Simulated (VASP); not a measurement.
Cu, 4 atoms in the cell. Symmetry: P6_3/mmc, No. 194, hexagonal system. The conventional cell has a = 2.553 Å, b = 2.553 Å, c = 8.341 Å, α = 90.00°, β = 90.00°, γ = 120.00°. Within 3.4 Å of Cu (site symmetry -3m) lie 12 Cu at 2.55 Å. Cu (site symmetry -6m2) has 12 Cu at 2.55 Å within 3.4 Å. This isn't the form of Cu at room conditions, which is fcc.

| Property | Result |
| --- | --- |
| Program | VASP 6.6.1 |
| Task | single point |
| Functional | LDA |
| Potentials or basis | VASP PAW LDA potentials, release 64 (Cu) |
| Cutoff | 520 eV |
| k mesh | 19 × 19 × 5 |
| Occupations | fermi-dirac, width 0.1 eV |
| Spin | no spin polarisation |
| Dipole correction | no |
| Further INCAR settings | ALGO = Normal; EDIFF = 1e-07; NBANDS = 30 |

Potentials or basis: VASP PAW LDA potentials, release 64 (Cu).

The run is started by

```bash
$ cat potpaw_LDA.64/Cu/POTCAR > POTCAR
$ mpirun -np 1 vasp_std > vasp.out
```

Hardware: 1 thread of Intel Xeon 8259CL, on a shared host.

Q: How long does it take, and how much memory?

A: Run time: 5.1 min on 1 thread of Intel Xeon 8259CL, with other jobs on the host, peak memory 0.23 GiB. Counts: scf iterations 15, k points 120.
